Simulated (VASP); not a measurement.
# InGa3P4 (P-4m2) in VASP: notebook

The runs below take InGa3P4 through single point, with PBE.

Program: VASP 6.6.1. These are calculated values, not measurements. Logs are shortened: lines on timing, memory, paths and dates and some standing lists are left out, and cuts for length are marked.

## Step 1: The cell of the first run

It takes space group P-4m2 (No. 115, tetragonal). The conventional cell has a = 4.005 Å, b = 4.005 Å, c = 11.396 Å, α = 90.00°, β = 90.00°, γ = 90.00°. In (site symmetry -4m2) has 4 P at 2.56 Å within 3.4 Å. Within 3.2 Å of Ga (site symmetry 2mm) lie 4 P at 2.42 to 2.43 Å. Within 3.2 Å of Ga (site symmetry -4m2) lie 4 P at 2.43 Å. P (site symmetry 2mm) has 2 Ga at 2.42 Å and 2 In at 2.56 Å within 3.2 Å. P (site symmetry 2mm) has 4 Ga at 2.43 Å within 3.2 Å.

## Step 2: Single point, PBE (22.85 Å³/atom)

Contents of INCAR:

```
SYSTEM = InGa3P4
ALGO = Normal
EDIFF = 1E-7
ENCUT = 520
GGA = PE
ISIF = 2
ISMEAR = 0
LASPH = .TRUE.
LCHARG = .FALSE.
LREAL = .FALSE.
LWAVE = .FALSE.
NBANDS = 46
NELM = 80
PREC = Accurate
SIGMA = 0.02
```

Contents of KPOINTS:

```
k-points
0
G
  8 8 4
  0 0 0
```

Contents of POSCAR:

```
InGa3P4
1.0
    4.0052502794      0.0000000000      0.0000000000
    0.0000000000      4.0052502794      0.0000000000
    0.0000000000      0.0000000000     11.3962548134
In Ga P
1 3 4
Direct
    0.5000000000      0.5000000000      0.0000000000
    0.0000000000      0.0000000000      0.7405124507
    0.0000000000      0.0000000000      0.2594875493
    0.5000000000      0.5000000000      0.5000000000
    0.5000000000      0.0000000000      0.8595395373
    0.0000000000      0.5000000000      0.1404604627
    0.5000000000      0.0000000000      0.3798238888
    0.0000000000      0.5000000000      0.6201761112
```

Potentials or basis: VASP PAW PBE potentials, release 64 (In_d, Ga_d, P).

Run with:

```
$ cat potpaw_PBE.64/In_d/POTCAR potpaw_PBE.64/Ga_d/POTCAR potpaw_PBE.64/P/POTCAR > POTCAR
$ mpirun -np 1 vasp_std > vasp.out
```

OUTCAR:

```text
SYSTEM = InGa3P4
   EDIFF = 1E-7
   ENCUT = 520
   GGA = PE
   ISIF = 2
   ISMEAR = 0
   LASPH = .TRUE.
   LREAL = .FALSE.
   NELM = 80
   PREC = Accurate

 ion  position               nearest neighbor table
   1  0.500  0.500  0.000-   5 2.56   6 2.56   5 2.56   6 2.56
   2  0.000  0.000  0.741-   5 2.42   5 2.42   8 2.43   8 2.43
   3  0.000  0.000  0.259-   6 2.42   6 2.42   7 2.43   7 2.43
   4  0.500  0.500  0.500-   7 2.43   8 2.43   7 2.43   8 2.43
   5  0.500  0.000  0.860-   2 2.42   2 2.42   1 2.56   1 2.56
   6  0.000  0.500  0.140-   3 2.42   3 2.42   1 2.56   1 2.56
   7  0.500  0.000  0.380-   4 2.43   4 2.43   3 2.43   3 2.43
   8  0.000  0.500  0.620-   4 2.43   4 2.43   2 2.43   2 2.43

  LATTYP: Found a simple tetragonal cell.
 ALAT       =     4.0052502794
 C/A-ratio  =     2.8453290103

  Lattice vectors:

 A1 = (   4.0052502794,   0.0000000000,   0.0000000000)
 A2 = (   0.0000000000,   4.0052502794,   0.0000000000)
 A3 = (   0.0000000000,   0.0000000000,  11.3962548134)

Analysis of symmetry for initial positions (statically):
=====================================================================
 Subroutine PRICEL returns:
 Original cell was already a primitive cell.

 Routine SETGRP: Setting up the symmetry group for a
 simple tetragonal supercell.

 Subroutine GETGRP returns: Found  8 space group operations
 (whereof  8 operations were pure point group operations)
 out of a pool of 16 trial point group operations.

The static configuration has the point symmetry D_2d.

Analysis of symmetry for dynamics (positions and initial velocities):
=====================================================================
 Subroutine PRICEL returns:
 Original cell was already a primitive cell.

 Routine SETGRP: Setting up the symmetry group for a
 simple tetragonal supercell.

 Subroutine GETGRP returns: Found  8 space group operations
 (whereof  8 operations were pure point group operations)
 out of a pool of 16 trial point group operations.

The dynamic configuration has the point symmetry D_2d.

 Subroutine INISYM returns: Found  8 space group operations
 (whereof  8 operations are pure point group operations),
 and found     1 'primitive' translations

----------------------------------------------------------------------------------------

                                     Primitive cell

  volume of cell :     182.8191

  direct lattice vectors                    reciprocal lattice vectors
     4.005250279  0.000000000  0.000000000     0.249672288  0.000000000  0.000000000
     0.000000000  4.005250279  0.000000000     0.000000000  0.249672288  0.000000000
     0.000000000  0.000000000 11.396254813     0.000000000  0.000000000  0.087748126

  length of vectors
     4.005250279  4.005250279 11.396254813     0.249672288  0.249672288  0.087748126

  position of ions in fractional coordinates (direct lattice)
     0.500000000  0.500000000  0.000000000
     0.000000000  0.000000000  0.740512451
     0.000000000  0.000000000  0.259487549
     0.500000000  0.500000000  0.500000000
     0.500000000  0.000000000  0.859539537
     0.000000000  0.500000000  0.140460463
     0.500000000  0.000000000  0.379823889
     0.000000000  0.500000000  0.620176111

  ion indices of the primitive-cell ions
   primitive index   ion index
                 1           1
                 2           2
                 3           3
                 4           4
                 5           5
                 6           6
                 7           7
                 8           8

----------------------------------------------------------------------------------------

 KPOINTS: k-points

Automatic generation of k-mesh.
 Grid dimensions read from file:
 generate k-points for:    8    8    4

 Generating k-lattice:

  Cartesian coordinates                     Fractional coordinates (reciprocal lattice)
     0.031209036  0.000000000  0.000000000     0.125000000  0.000000000  0.000000000
     0.000000000  0.031209036  0.000000000     0.000000000  0.125000000  0.000000000
     0.000000000  0.000000000  0.021937031     0.000000000  0.000000000  0.250000000

  Length of vectors
     0.031209036  0.031209036  0.021937031

  Shift w.r.t. Gamma in fractional coordinates (k-lattice)
     0.000000000  0.000000000  0.000000000

 Subroutine IBZKPT returns following result:
 ===========================================

 Found     45 irreducible k-points:

 Following reciprocal coordinates:
            Coordinates               Weight
  0.000000  0.000000  0.000000      1.000000
  0.125000  0.000000  0.000000      4.000000
  0.250000  0.000000  0.000000      4.000000
  0.375000  0.000000  0.000000      4.000000
  0.500000  0.000000  0.000000      2.000000
  0.125000  0.125000  0.000000      4.000000
[... 16 lines left out ...]
  0.375000  0.125000  0.250000     16.000000
  0.500000  0.125000  0.250000      8.000000
 [... further k-points ...]
   k-points           NKPTS =     45   k-points in BZ     NKDIM =     45   number of bands    NBANDS=     46
   number of dos      NEDOS =    301   number of ions     NIONS =      8
   total plane-waves  NPLWV =  81000
   dimension x,y,z NGX =    30 NGY =   30 NGZ =   90
   dimension x,y,z NGXF=    60 NGYF=   60 NGZF=  180
   ions per type =               1   3   4
   NGX,Y,Z   is equivalent  to a cutoff of  12.45, 12.45, 13.13 a.u.
   NGXF,Y,Z  is equivalent  to a cutoff of  24.90, 24.90, 26.26 a.u.
 SYSTEM =  InGa3P4
   PREC   = accura    normal or accurate (medium, high low for compatibility)
   ISTART =      0    job   : 0-new  1-cont  2-samecut
   ICHARG =      2    charge: 1-file 2-atom 10-const
   ISPIN  =      1    spin polarized calculation?
   LNONCOLLINEAR =      F non collinear calculations
   LSORBIT =      F    spin-orbit coupling
   LASPH  =      T    aspherical Exc in radial PAW
   ENCUT  =  520.0 eV  38.22 Ry    6.18 a.u.   7.45  7.45 21.19*2*pi/ulx,y,z
   NELM   =     80;   NELMIN=  2; NELMDL= -5     # of ELM steps
   EDIFF  = 0.1E-06   stopping-criterion for ELM
   LREAL  =      F    real-space projection
   EDIFFG = 0.1E-05   stopping-criterion for IOM
   NSW    =      0    number of steps for IOM
   IBRION =     -1    ionic relax: 0-MD 1-quasi-New 2-CG
   NFREE  =      0    steps in history (QN), initial steepest desc. (CG)
   ISIF   =      2    stress and relaxation
   ISYM   =      2    0-nonsym 1-usesym 2-fastsym
   POTIM  = 0.5000    time-step for ionic-motion
   TEBEG  =    0.0;   TEEND  =   0.0 temperature during run
   PSTRESS=    0.0 pullay stress
   NELECT =      72.0000    total number of electrons
   NUPDOWN=      -1.0000    fix difference up-down
   EMIN   =  10.00;   EMAX   =-10.00  energy-range for DOS
   EFERMI =   0.00;   METHOD = LEGACY
   ISMEAR =     0;   SIGMA  =   0.02  broadening in eV -4-tet -1-fermi 0-gaus
   EFERMI_NEDOS =   21; number of points for ismear=-14 and -15
   IALGO  =     38    algorithm
   IMIX   =      4    mixing-type and parameters
     AMIX     =   0.40;   BMIX     =  1.00
     AMIX_MAG =   1.60;   BMIX_MAG =  1.00
  volume/ion in A,a.u.               =      22.85       154.22
  Fermi-wavevector in a.u.,A,eV,Ry     =   1.199992  2.267657 19.592142  1.439982
  Thomas-Fermi vector in A             =   2.335840
   LORBIT       =      0    0 simple, 1 ext, 2 COOP (PROOUT), +10 PAW based schemes
   GGA     = PE    functional components
   LHFCALC =     F    Hartree Fock is set to
   AEXX    =    0.0000 exact exchange contribution
   IVDW    =     0    specifies the selected vdW correction
   LEPSILON=     F    determine dielectric tensor
   LRPA    =     F    only Hartree local field effects (RPA)
 non-spin polarized calculation
 Gauss-broadening in eV      SIGMA  =   0.02
  energy-cutoff  :      520.00
  volume of cell :      182.82
 maximum number of plane-waves:      4963
 NGX is ok and might be reduce to    30
   NGX = 15   NGY = 15   NGZ = 43

 number of electron      72.0000014 magnetization

 Free energy of the ion-electron system (eV)
  ---------------------------------------------------
  ext. energy  EPLUGINS =         0.00000000
  ---------------------------------------------------
  free energy    TOTEN  =       -35.60903290 eV

  energy without entropy =      -35.60903290  energy(sigma->0) =      -35.60903290

 E-fermi :   4.3455     XC(G=0):  -9.4025

 val. band max:        4.2356010793   @ k =   0.0000   0.0000   0.0000
 cond. band min:       5.1371615900   @ k =   0.0000   0.0000   0.0000
 fundamental gap:      0.9015605107
 Fermi energy:         4.3454971876

 k-point     1 :       0.0000    0.0000    0.0000
  band No.  band energies     occupation
      1     -10.3619      2.00000
      2     -10.3380      2.00000
      3     -10.2946      2.00000
      4     -10.2829      2.00000
      5     -10.2829      2.00000
      6     -10.2701      2.00000
[... 38 lines left out ...]
     45       8.1567      0.00000
     46       8.2116      0.00000

 k-point     2 :       0.1250    0.0000    0.0000
  band No.  band energies     occupation
      1     -10.3584      2.00000
      2     -10.3364      2.00000
      3     -10.2970      2.00000
      4     -10.2871      2.00000
      5     -10.2816      2.00000
      6     -10.2708      2.00000
[... 38 lines left out ...]
     45       8.2701      0.00000
     46       8.6627      0.00000

 k-point     3 :       0.2500    0.0000    0.0000
  band No.  band energies     occupation
      1     -10.3507      2.00000
      2     -10.3344      2.00000
      3     -10.3076      2.00000
      4     -10.2962      2.00000
      5     -10.2781      2.00000
      6     -10.2707      2.00000
[... 38 lines left out ...]
     45       8.7589      0.00000
     46       9.4943      0.00000

 k-point     4 :       0.3750    0.0000    0.0000
  band No.  band energies     occupation
      1     -10.3437      2.00000
      2     -10.3359      2.00000
      3     -10.3208      2.00000
      4     -10.3035      2.00000
      5     -10.2746      2.00000
      6     -10.2699      2.00000
[... 920 lines left out ...]
     45       9.0675      0.00000
     46       9.5124      0.00000

 k-point    23 :       0.3750    0.1250    0.2500
  band No.  band energies     occupation
      1     -10.3455      2.00000
      2     -10.3379      2.00000
      3     -10.3228      2.00000
      4     -10.3066      2.00000
      5     -10.2722      2.00000
      6     -10.2680      2.00000
[... 38 lines left out ...]
     45       9.3927      0.00000
     46       9.7336      0.00000

 k-point    24 :       0.5000    0.1250    0.2500
  band No.  band energies     occupation
      1     -10.3435      2.00000
      2     -10.3410      2.00000
      3     -10.3282      2.00000
      4     -10.3077      2.00000
      5     -10.2716      2.00000
      6     -10.2665      2.00000
[... 38 lines left out ...]
     45       9.3705      0.00000
     46       9.5481      0.00000

 [... further k-points ...]
[... 5 lines left out ...]
  --------------------------------------------------------------------------------------
  -------------------------------------------------------------------------------------
  Total       -2.2568977     -2.2568977     -2.2538099      0.0000000      0.0000000      0.0000000
  in kB      -19.7788479    -19.7788479    -19.7517873      0.0000000      0.0000000      0.0000000
  external PRESSURE =     -19.7698277 kB  Pullay stress =       0.0000000 kB

 VOLUME and BASIS-vectors are now :
 -----------------------------------------------------------------------------
  energy-cutoff  :      520.00
  volume of cell :      182.82
      direct lattice vectors                 reciprocal lattice vectors
     4.005250279  0.000000000  0.000000000     0.249672288  0.000000000  0.000000000
     0.000000000  4.005250279  0.000000000     0.000000000  0.249672288  0.000000000
     0.000000000  0.000000000 11.396254813     0.000000000  0.000000000  0.087748126

 POSITION                                       TOTAL-FORCE (eV/Angst)
 -----------------------------------------------------------------------------------
      2.00263      2.00263      0.00000         0.000000      0.000000      0.000000
      0.00000      0.00000      8.43907         0.000000     -0.000000     -0.005675
      0.00000      0.00000      2.95719        -0.000000     -0.000000      0.005675
      2.00263      2.00263      5.69813         0.000000     -0.000000      0.000000
      2.00263      0.00000      9.79553         0.000000     -0.000000     -0.004050
      0.00000      2.00263      1.60072        -0.000000     -0.000000      0.004050
      2.00263      0.00000      4.32857         0.000000     -0.000000     -0.000264
      0.00000      2.00263      7.06768         0.000000     -0.000000      0.000264
 -----------------------------------------------------------------------------------
    total drift:                                0.000000      0.000000     -0.000000

  FREE ENERGIE OF THE ION-ELECTRON SYSTEM (eV)
  ---------------------------------------------------
  free  energy   TOTEN  =       -35.6090328993 eV

  energy  without entropy=      -35.6090328993  energy(sigma->0) =      -35.60903290
```

It took 13 min on 1 thread of Oxide Virtual Turin-like, shared host; peak memory 0.43 GiB.

Results:

* Free energy: -35.6090 eV
* Pressure: -2.0 GPa
* Largest force: 0.006 eV/Å
* Band gap on the k mesh: 0.90 eV

Forces in eV/Å, atoms in the order of the input:
```
In   0.000  0.000  0.000
Ga   0.000  0.000 -0.006
Ga   0.000  0.000  0.006
Ga   0.000  0.000  0.000
P    0.000  0.000 -0.004
P    0.000  0.000  0.004
P    0.000  0.000  0.000
P    0.000  0.000  0.000
```

Levels at points of the mesh, in eV from the valence-band top:
```tsv
k point	band 32	band 33	band 34	band 35	band 36	band 37	band 38	band 39	band 40	band 41
(0.00, 0.00, 0.00)	-1.32	-1.32	-0.11	0.00	0.00	0.90	1.68	1.74	2.29	2.41
(0.50, 0.00, 0.00)	-1.24	-1.20	-1.05	-1.03	-0.57	1.23	1.42	2.68	3.16	4.43
(0.50, 0.50, 0.00)	-3.04	-2.50	-2.42	-2.42	-2.31	1.75	1.75	1.82	2.01	4.35
(0.00, 0.00, 0.50)	-1.68	-0.71	-0.71	-0.40	-0.40	1.66	1.67	2.14	2.32	2.68
(0.50, 0.00, 0.50)	-1.98	-1.25	-1.24	-1.21	-0.57	2.10	2.15	2.22	2.64	4.21
(0.50, 0.50, 0.50)	-2.81	-2.74	-2.71	-2.70	-2.70	2.68	2.68	2.73	2.79	2.80
```

Caveat: spin-orbit coupling is left out, which moves the levels of the heavy elements. A k mesh can miss the band edges.

## Step 3: Single point, PBE (23.52 Å³/atom)

This run uses another cell than the first one, of 23.52 Å³/atom.

Contents of INCAR:

```
SYSTEM = InGa3P4
PREC = Accurate
ENCUT = 520
EDIFF = 1E-6
ISMEAR = 0
SIGMA = 0.02
LREAL = .FALSE.
LASPH = .TRUE.
NELM = 60
ALGO = Normal
ISIF = 2
LWAVE = .FALSE.
LCHARG = .FALSE.
GGA = PE
NBANDS = 46
```

Contents of KPOINTS:

```
regular mesh
0
G
  8 8 4
  0 0 0
```

Contents of POSCAR:

```
InGa3P4
1.0
    4.0444251201      0.0000000000      0.0000000000
    0.0000000000      4.0444251201      0.0000000000
    0.0000000000      0.0000000000     11.5020833998
In Ga P
1 3 4
Direct
    0.5000000000      0.5000000000      0.0000000000
    0.0000000000      0.0000000000      0.7406097314
    0.0000000000      0.0000000000      0.2593902686
    0.5000000000      0.5000000000      0.5000000000
    0.5000000000      0.0000000000      0.8597504195
    0.0000000000      0.5000000000      0.1402495805
    0.5000000000      0.0000000000      0.3797787563
    0.0000000000      0.5000000000      0.6202212437
```

Potentials or basis: VASP PAW PBE potentials, release 64 (In_d, Ga_d, P).

Run with:

```
$ cat potpaw_PBE.64/In_d/POTCAR potpaw_PBE.64/Ga_d/POTCAR potpaw_PBE.64/P/POTCAR > POTCAR
$ mpirun -np 1 vasp_std > vasp.out
```

Wall time 10 min (1 thread of Oxide Virtual Turin-like, shared host); peak memory 0.44 GiB.

The run converged. Its results:

| Quantity | Value |
| --- | --- |
| Free energy | -35.5153 eV |
| Pressure | -3.6 GPa |
| Largest force | 0.004 eV/Å |
| Band gap on the k mesh | 0.70 eV |

Forces in eV/Å, atoms in the order of the input:
```
In   0.000  0.000  0.000
Ga   0.000  0.000 -0.004
Ga   0.000  0.000  0.004
Ga   0.000  0.000  0.000
P    0.000  0.000  0.000
P    0.000  0.000  0.000
P    0.000  0.000  0.000
P    0.000  0.000  0.000
```

Levels at points of the mesh, in eV from the valence-band top:
```tsv
k point	band 33	band 34	band 35	band 36	band 37	band 38	band 39	band 40
(0.00, 0.00, 0.00)	-1.26	-0.10	0.00	0.00	0.70	1.73	1.76	2.29
(0.50, 0.00, 0.00)	-1.15	-1.01	-0.99	-0.55	1.16	1.35	2.61	3.08
(0.50, 0.50, 0.00)	-2.41	-2.32	-2.32	-2.22	1.80	1.80	1.83	2.02
(0.00, 0.00, 0.50)	-0.68	-0.68	-0.38	-0.38	1.68	1.70	2.05	2.23
(0.50, 0.00, 0.50)	-1.20	-1.19	-1.17	-0.55	2.02	2.07	2.14	2.55
(0.50, 0.50, 0.50)	-2.64	-2.60	-2.59	-2.59	2.70	2.70	2.71	2.77
```

Caveat: the cell stands under tension; semilocal functionals underestimate gaps, and a narrow one can read as zero; spin-orbit coupling is left out, which moves the levels of the heavy elements.
